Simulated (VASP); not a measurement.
# C (Cmme) in VASP: a series of runs

Runs on C. Level: LDA. Tasks: single point.

Everything below comes from runs of VASP 6.6.1. Logs are shortened: lines on timing, memory, paths and dates and some standing lists are left out, and cuts for length are marked.

## (1) The cell of the first run

The structure is orthorhombic, space group Cmme (No. 67). The conventional cell has a = 2.406 Å, b = 4.167 Å, c = 7.027 Å, α = 90.00°, β = 90.00°, γ = 90.00°. Within 1.9 Å of C (site symmetry m) lie 3 C at 1.39 Å.

## (2) Single point, LDA

INCAR reads:

```
PREC = Accurate
ENCUT = 520
EDIFF = 1E-6
ISMEAR = -1
SIGMA = 0.05
LREAL = F
LASPH = T
NELM = 60
ALGO = Normal
ISIF = 2
LWAVE = F
LCHARG = F
NBANDS = 16
```

KPOINTS reads:

```
Automatic mesh
0
Gamma
  12 12 4
```

POSCAR reads:

```
C
1.0
    1.2029787322     -2.0836402113      0.0000000000
    1.2029787322      2.0836402113      0.0000000000
    0.0000000000      0.0000000000      7.0268334518
C
4
Direct
    0.9166205400      0.0833794600      0.7531376000
    0.4166205400      0.5833794600      0.2468624000
    0.0833794600      0.9166205400      0.2468624000
    0.5833794600      0.4166205400      0.7531376000
```

Potentials or basis: VASP PAW LDA potentials, release 64 (C).

On the command line:

```
> cat potpaw_LDA.64/C/POTCAR > POTCAR
> mpirun -np 1 vasp_std > vasp.out
```

OUTCAR:

```text
PREC = Accurate
   ENCUT = 520
   EDIFF = 1E-6
   ISMEAR = -1
   LREAL = F
   LASPH = T
   NELM = 60
   ISIF = 2

 ion  position               nearest neighbor table
   1  0.917  0.083  0.753-   4 1.39   4 1.39   4 1.39
   2  0.417  0.583  0.247-   3 1.39   3 1.39   3 1.39
   3  0.083  0.917  0.247-   2 1.39   2 1.39   2 1.39
   4  0.583  0.417  0.753-   1 1.39   1 1.39   1 1.39

  LATTYP: Found a hexagonal cell.
 ALAT       =     2.4059747215
 C/A-ratio  =     2.9205765917

  Lattice vectors:

 A1 = (   1.2029787322,  -2.0836402113,   0.0000000000)
 A2 = (   1.2029787322,   2.0836402113,   0.0000000000)
 A3 = (   0.0000000000,   0.0000000000,   7.0268334518)

Analysis of symmetry for initial positions (statically):
=====================================================================
 Subroutine PRICEL returns:
 Original cell was already a primitive cell.

 Routine SETGRP: Setting up the symmetry group for a
 hexagonal supercell.

 Subroutine GETGRP returns: Found  8 space group operations
 (whereof  4 operations were pure point group operations)
 out of a pool of 24 trial point group operations.

The static configuration has the point symmetry C_2h.
 The point group associated with its full space group is D_2h.

Analysis of symmetry for dynamics (positions and initial velocities):
=====================================================================
 Subroutine PRICEL returns:
 Original cell was already a primitive cell.

 Routine SETGRP: Setting up the symmetry group for a
 hexagonal supercell.

 Subroutine GETGRP returns: Found  8 space group operations
 (whereof  4 operations were pure point group operations)
 out of a pool of 24 trial point group operations.

The dynamic configuration has the point symmetry C_2h.
 The point group associated with its full space group is D_2h.

 Subroutine INISYM returns: Found  8 space group operations
 (whereof  4 operations are pure point group operations),
 and found     1 'primitive' translations

----------------------------------------------------------------------------------------

                                     Primitive cell

  volume of cell :      35.2266

  direct lattice vectors                    reciprocal lattice vectors
[... 84 lines left out ...]
   ICHARG =      2    charge: 1-file 2-atom 10-const
   ISPIN  =      1    spin polarized calculation?
   LNONCOLLINEAR =      F non collinear calculations
   LSORBIT =      F    spin-orbit coupling
   LASPH  =      T    aspherical Exc in radial PAW
   ENCUT  =  520.0 eV  38.22 Ry    6.18 a.u.   4.47  4.47 13.07*2*pi/ulx,y,z
   NELM   =     60;   NELMIN=  2; NELMDL= -5     # of ELM steps
   EDIFF  = 0.1E-05   stopping-criterion for ELM
   LREAL  =      F    real-space projection
   EDIFFG = 0.1E-04   stopping-criterion for IOM
   NSW    =      0    number of steps for IOM
   IBRION =     -1    ionic relax: 0-MD 1-quasi-New 2-CG
   NFREE  =      0    steps in history (QN), initial steepest desc. (CG)
   ISIF   =      2    stress and relaxation
   ISYM   =      2    0-nonsym 1-usesym 2-fastsym
   POTIM  = 0.5000    time-step for ionic-motion
   TEBEG  =    0.0;   TEEND  =   0.0 temperature during run
   PSTRESS=    0.0 pullay stress
   NELECT =      16.0000    total number of electrons
   NUPDOWN=      -1.0000    fix difference up-down
   EMIN   =  10.00;   EMAX   =-10.00  energy-range for DOS
   EFERMI =   0.00;   METHOD = LEGACY
   ISMEAR =    -1;   SIGMA  =   0.05  broadening in eV -4-tet -1-fermi 0-gaus
   EFERMI_NEDOS =   21; number of points for ismear=-14 and -15
   IALGO  =     38    algorithm
   IMIX   =      4    mixing-type and parameters
     AMIX     =   0.40;   BMIX     =  1.00
     AMIX_MAG =   1.60;   BMIX_MAG =  1.00
  volume/ion in A,a.u.               =       8.81        59.43
  Fermi-wavevector in a.u.,A,eV,Ry     =   1.258417  2.378064 21.546381  1.583614
  Thomas-Fermi vector in A             =   2.392028
   LORBIT       =      0    0 simple, 1 ext, 2 COOP (PROOUT), +10 PAW based schemes
   GGA     = CA    functional components
   LHFCALC =     F    Hartree Fock is set to
   AEXX    =    0.0000 exact exchange contribution
   IVDW    =     0    specifies the selected vdW correction
   LEPSILON=     F    determine dielectric tensor
   LRPA    =     F    only Hartree local field effects (RPA)
 non-spin polarized calculation
  energy-cutoff  :      520.00
  volume of cell :       35.23
 maximum number of plane-waves:       986
 NGX is ok and might be reduce to    18
   NGX =  9   NGY =  9   NGZ = 27

 number of electron      16.0000003 magnetization

 Free energy of the ion-electron system (eV)
  ---------------------------------------------------
  ext. energy  EPLUGINS =         0.00000000
  ---------------------------------------------------
  free energy    TOTEN  =       -40.34557057 eV

  energy without entropy =      -40.34415944  energy(sigma->0) =      -40.34486500

 E-fermi :   4.5832     XC(G=0): -10.5946

 val. band max:        4.5714739598   @ k =   0.3333   0.3333   0.5000
 cond. band min:       4.5982762448   @ k =   0.3333   0.3333   0.5000
 fundamental gap:      0.0268022851
 Fermi energy:         4.5832062307

 k-point     1 :       0.0000    0.0000    0.0000
  band No.  band energies     occupation
      1     -15.3884      2.00000
      2     -15.1715      2.00000
      3      -4.3020      2.00000
      4      -2.7156      2.00000
      5       1.6007      2.00000
      6       1.6072      2.00000
[... 433 lines left out ...]
      3      -6.1969      2.00000
      4      -6.1008      2.00000
      5      -2.1582      2.00000
      6      -2.1184      2.00000
[... 8 lines left out ...]
     15      18.9001      0.00000
     16      21.6484      0.00000

 [... further k-points ...]
[... 5 lines left out ...]
  --------------------------------------------------------------------------------------
  -------------------------------------------------------------------------------------
  Total        5.0124248      4.9587911     -0.2747057      0.0000000     -0.0000000      0.0000000
  in kB      227.9754669    225.5360987    -12.4941862      0.0000000     -0.0000000      0.0000000
  external PRESSURE =     147.0057931 kB  Pullay stress =       0.0000000 kB

 VOLUME and BASIS-vectors are now :
 -----------------------------------------------------------------------------
  energy-cutoff  :      520.00
  volume of cell :       35.23
      direct lattice vectors                 reciprocal lattice vectors
     1.202978732 -2.083640211  0.000000000     0.415634946 -0.239964653  0.000000000
     1.202978732  2.083640211  0.000000000     0.415634946  0.239964653  0.000000000
     0.000000000  0.000000000  7.026833452     0.000000000  0.000000000  0.142311613

 POSITION                                       TOTAL-FORCE (eV/Angst)
 -----------------------------------------------------------------------------------
      1.20298     -1.73617      5.29217         0.000000     -0.028401     -0.003305
      1.20298      0.34747      1.73466         0.000000     -0.028401      0.003305
      1.20298      1.73617      1.73466         0.000000      0.028401      0.003305
      1.20298     -0.34747      5.29217         0.000000      0.028401     -0.003305
 -----------------------------------------------------------------------------------
    total drift:                                0.000000     -0.000000      0.000000

  FREE ENERGIE OF THE ION-ELECTRON SYSTEM (eV)
  ---------------------------------------------------
  free  energy   TOTEN  =       -40.3455705713 eV

  energy  without entropy=      -40.3441594384  energy(sigma->0) =      -40.34486500
```

OSZICAR:

```text
N       E                     dE             d eps       ncg     rms          rms(c)
DAV:   1     0.314256933653E+02    0.31426E+02   -0.79711E+03  4144   0.922E+02
DAV:   2    -0.409741399559E+02   -0.72400E+02   -0.66458E+02  5832   0.194E+02
DAV:   3    -0.437069710861E+02   -0.27328E+01   -0.27189E+01  5328   0.350E+01
DAV:   4    -0.437307197111E+02   -0.23749E-01   -0.23742E-01  5200   0.401E+00
DAV:   5    -0.437310976965E+02   -0.37799E-03   -0.37796E-03  5280   0.476E-01    0.100E+01
DAV:   6    -0.411429935690E+02    0.25881E+01   -0.18305E+00  4904   0.853E+00    0.571E+00
DAV:   7    -0.403439129598E+02    0.79908E+00   -0.20735E+00  5128   0.924E+00    0.163E+00
DAV:   8    -0.403491550665E+02   -0.52421E-02   -0.11411E-01  4904   0.202E+00    0.458E-01
DAV:   9    -0.403456856754E+02    0.34694E-02   -0.46632E-03  4968   0.461E-01    0.145E-01
DAV:  10    -0.403455735285E+02    0.11215E-03   -0.76320E-04  5288   0.181E-01    0.787E-02
DAV:  11    -0.403455705456E+02    0.29829E-05   -0.25578E-05  5008   0.313E-02    0.137E-02
DAV:  12    -0.403455705713E+02   -0.25647E-07   -0.22991E-07  3544   0.390E-03
   1 F= -.40345571E+02 E0= -.40344865E+02  d E =-.141113E-02
```

Run time: 28 s. Hardware: 1 thread of AMD EPYC 9R45 (Zen 5), shared host; peak memory 0.13 GiB.

Results:

- Free energy: -40.3456 eV
- Pressure: 14.7 GPa
- Largest force: 0.029 eV/Å
- Band gap on the k mesh: 0.03 eV

Forces in eV/Å, atoms in the order of the input:
```
C    0.000 -0.028 -0.003
C    0.000 -0.028  0.003
C    0.000  0.028  0.003
C    0.000  0.028 -0.003
```

Levels at points of the mesh, in eV from the valence-band top:
| k point | band 6 | band 7 | band 8 | band 9 | band 10 | band 11 |
| --- | --- | --- | --- | --- | --- | --- |
| (0.00, 0.00, 0.00) | -2.96 | -2.96 | -2.94 | 3.24 | 8.76 | 8.80 |
| (0.50, 0.00, 0.00) | -6.57 | -2.55 | -2.55 | 1.80 | 1.80 | 8.23 |
| (0.50, 0.50, 0.00) | -6.55 | -3.01 | -1.90 | 1.02 | 2.37 | 8.09 |
| (0.00, 0.00, 0.50) | -2.97 | -2.96 | -2.95 | 5.44 | 5.67 | 8.79 |
| (0.50, 0.00, 0.50) | -6.57 | -2.49 | -2.49 | 1.64 | 1.64 | 8.23 |
| (0.50, 0.50, 0.50) | -6.56 | -2.53 | -2.44 | 1.59 | 1.67 | 8.22 |

A k mesh can miss the band edges.

## (3) Single point, LDA

This run uses another cell than the first one, of 8.99 Å³/atom, 1.021 times its volume.

INCAR reads:

```
SYSTEM = C
PREC = Accurate
ENCUT = 520
EDIFF = 1E-6
ISMEAR = -1
SIGMA = 0.05
LREAL = .False.
LASPH = .True.
NELM = 80
ALGO = Normal
ISIF = 2
LWAVE = .False.
LCHARG = .False.
GGA = CA
NBANDS = 16
```

KPOINTS reads:

```
regular mesh
0
Gamma
  12 12 4
  0 0 0
```

POSCAR reads:

```
C
1.0
    1.2114506926     -2.0983142173      0.0000000000
    1.2114506926      2.0983142173      0.0000000000
    0.0000000000      0.0000000000      7.0763198248
C
4
Direct
    0.9166205400      0.0833794600      0.7531376000
    0.4166205400      0.5833794600      0.2468624000
    0.0833794600      0.9166205400      0.2468624000
    0.5833794600      0.4166205400      0.7531376000
```

Potentials or basis: VASP PAW LDA potentials, release 64 (C).

On the command line:

```
> cat potpaw_LDA.64/C/POTCAR > POTCAR
> mpirun -np 1 vasp_std > vasp.out
```

It took 26 s on 1 thread of AMD EPYC 9R45 (Zen 5), shared host; peak memory 0.13 GiB.

It converged, with:

| Item | Value |
| --- | --- |
| Free energy | -40.3997 eV |
| Pressure | 8.2 GPa |
| Largest force | 0.027 eV/Å |
| Band gap on the k mesh | 0.03 eV |

Forces on the atoms (eV/Å):
```
C    0.000 -0.027 -0.003
C    0.000 -0.027  0.003
C    0.000  0.027  0.003
C    0.000  0.027 -0.003
```

Stress tensor (GPa, compression positive):
```
13.04  0.00  0.00
 0.00 12.80  0.00
 0.00  0.00 -1.29
```

Levels at points of the mesh, in eV from the valence-band top:
| k point | band 5 | band 6 | band 7 | band 8 | band 9 | band 10 | band 11 | band 12 |
| --- | --- | --- | --- | --- | --- | --- | --- | --- |
| (0.00, 0.00, 0.00) | -2.98 | -2.98 | -2.98 | -2.96 | 3.28 | 8.61 | 8.65 | 8.67 |
| (0.50, 0.00, 0.00) | -6.51 | -6.51 | -2.50 | -2.50 | 1.78 | 1.78 | 8.01 | 8.01 |
| (0.50, 0.50, 0.00) | -6.52 | -6.49 | -2.95 | -1.88 | 1.03 | 2.34 | 7.88 | 8.16 |
| (0.00, 0.00, 0.50) | -2.98 | -2.98 | -2.97 | -2.97 | 5.43 | 5.66 | 8.64 | 8.65 |
| (0.50, 0.00, 0.50) | -6.51 | -6.51 | -2.45 | -2.45 | 1.63 | 1.63 | 8.01 | 8.01 |
| (0.50, 0.50, 0.50) | -6.51 | -6.51 | -2.48 | -2.40 | 1.59 | 1.67 | 8.00 | 8.03 |

A k mesh can miss the band edges.

## (4) Single point, LDA

This run uses another cell than the first one, of 9.18 Å³/atom, 1.043 times its volume.

INCAR reads:

```
SYSTEM = C
ALGO = Normal
EDIFF = 1E-6
ENCUT = 520
GGA = CA
ISIF = 2
ISMEAR = -1
LASPH = .TRUE.
LCHARG = .FALSE.
LREAL = .FALSE.
LWAVE = .FALSE.
NBANDS = 16
NELM = 80
PREC = Accurate
SIGMA = 0.05
```

KPOINTS reads:

```
k-points
0
G
  12 12 4
  0 0 0
```

POSCAR reads:

```
C
1.0
    1.2198057890     -2.1127858072      0.0000000000
    1.2198057890      2.1127858072      0.0000000000
    0.0000000000      0.0000000000      7.1251235727
C
4
Direct
    0.9166205400      0.0833794600      0.7531376000
    0.4166205400      0.5833794600      0.2468624000
    0.0833794600      0.9166205400      0.2468624000
    0.5833794600      0.4166205400      0.7531376000
```

On the command line:

```
> cat potpaw_LDA.64/C/POTCAR > POTCAR
> mpirun -np 1 vasp_std > vasp.out
```

Run time: 26 s. Hardware: 1 thread of AMD EPYC 9R45 (Zen 5), shared host; peak memory 0.13 GiB.

Results (log left out):

| Quantity | Value |
| --- | --- |
| Free energy | -40.4247 eV |
| Pressure | 2.2 GPa |
| Largest force | 0.026 eV/Å |
| Band gap on the k mesh | 0.03 eV |

Forces in eV/Å, atoms in the order of the input:
```
C    0.000 -0.026 -0.002
C    0.000 -0.026  0.002
C    0.000  0.026  0.002
C    0.000  0.026 -0.002
```

Stress tensor (GPa, compression positive):
```
 4.14  0.00  0.00
 0.00  3.91  0.00
 0.00  0.00 -1.32
```

Levels at points of the mesh, in eV from the valence-band top:
| k point | band 6 | band 7 | band 8 | band 9 | band 10 | band 11 |
| --- | --- | --- | --- | --- | --- | --- |
| (0.00, 0.00, 0.00) | -2.99 | -2.99 | -2.97 | 3.32 | 8.47 | 8.51 |
| (0.50, 0.00, 0.00) | -6.46 | -2.46 | -2.46 | 1.77 | 1.77 | 7.80 |
| (0.50, 0.50, 0.00) | -6.44 | -2.89 | -1.85 | 1.05 | 2.30 | 7.67 |
| (0.00, 0.00, 0.50) | -2.99 | -2.98 | -2.98 | 5.43 | 5.65 | 8.50 |
| (0.50, 0.00, 0.50) | -6.46 | -2.40 | -2.40 | 1.62 | 1.62 | 7.80 |
| (0.50, 0.50, 0.50) | -6.45 | -2.44 | -2.36 | 1.58 | 1.66 | 7.79 |

A k mesh can miss the band edges.

## (5) Single point, LDA

This run uses another cell than the first one, of 9.37 Å³/atom, 1.064 times its volume.

INCAR reads:

```
PREC = Accurate
ENCUT = 520
EDIFF = 1E-6
ISMEAR = -1
SIGMA = 0.05
LREAL = F
LASPH = T
NELM = 80
ALGO = Normal
ISIF = 2
LWAVE = F
LCHARG = T
LELF = T
LVHAR = T
NBANDS = 16
```

KPOINTS reads:

```
Automatic mesh
0
Gamma
  12 12 4
```

POSCAR reads:

```
C
1.0
    1.2280479700     -2.1270618200      0.0000000000
    1.2280479700      2.1270618200      0.0000000000
    0.0000000000      0.0000000000      7.1732677600
C
4
Direct
    0.9166205400      0.0833794600      0.7531376000
    0.4166205400      0.5833794600      0.2468624000
    0.0833794600      0.9166205400      0.2468624000
    0.5833794600      0.4166205400      0.7531376000
```

On the command line:

```
> cat potpaw_LDA.64/C/POTCAR > POTCAR
> mpirun -np 1 vasp_std > vasp.out
```

Wall time 28 s (1 thread of AMD EPYC 9R45 (Zen 5), shared host); peak memory 0.13 GiB.

Results (log left out):

```
Free energy            : -40.4231 eV
Pressure               : -3.2 GPa
Largest force          : 0.025 eV/Å
Band gap on the k mesh : 0.02 eV
```

Forces on the atoms (eV/Å):
```
C    0.000 -0.025 -0.002
C    0.000 -0.025  0.002
C    0.000  0.025  0.002
C    0.000  0.025 -0.002
```

Stress tensor (GPa, compression positive):
```
-3.99  0.00  0.00
 0.00 -4.21  0.00
 0.00  0.00 -1.34
```

Levels at points of the mesh, in eV from the valence-band top:
```csv
k point,band 6,band 7,band 8,band 9,band 10,band 11
"(0.00, 0.00, 0.00)",-3.00,-3.00,-2.98,3.35,8.34,8.37
"(0.50, 0.00, 0.00)",-6.40,-2.41,-2.41,1.75,1.75,7.60
"(0.50, 0.50, 0.00)",-6.38,-2.84,-1.83,1.06,2.27,7.47
"(0.00, 0.00, 0.50)",-3.00,-2.99,-2.99,5.42,5.64,8.36
"(0.50, 0.00, 0.50)",-6.40,-2.36,-2.36,1.62,1.62,7.60
"(0.50, 0.50, 0.50)",-6.40,-2.40,-2.32,1.58,1.65,7.59
```

[end of part 1 of 2]
